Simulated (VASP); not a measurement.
Crystal: LiH.

```
Li H
1.0
     2.50166    0.00000    0.00000
     0.00000    2.50166    0.00000
     0.00000    0.00000    2.50166
Li H
1 1
Direct
  0.00000 0.00000 0.00000
  0.50000 0.50000 0.50000
```

Base run:

```yaml
Program: VASP 6.6.1
Functional: r2SCAN
Potentials_or_basis: VASP PAW PBE potentials, release 64 (Li_sv, H)
Cutoff: 520 eV
k_mesh: 6 × 6 × 6
Occupations: gaussian, width 0.01 eV
Spin: no spin polarisation
```

Its results: band gap on the k mesh 1.29 eV, indirect (least direct gap 4.88 eV).

After a change of settings the same cell gave: band gap on the k mesh 0.36 eV, indirect (least direct gap 3.83 eV). Which change was it?
A. functional from r2SCAN to LDA; potentials or basis from VASP PAW PBE potentials, release 64 (Li_sv, H) to VASP PAW LDA potentials, release 64 (Li_sv, H)
B. functional from r2SCAN to HSE06
C. functional from r2SCAN to PBE; further incar settings from ALGO = Normal; EDIFF = 1e-07; NBANDS = 9 to ALGO = Normal; EDIFF = 1e-06; NBANDS = 9

A.
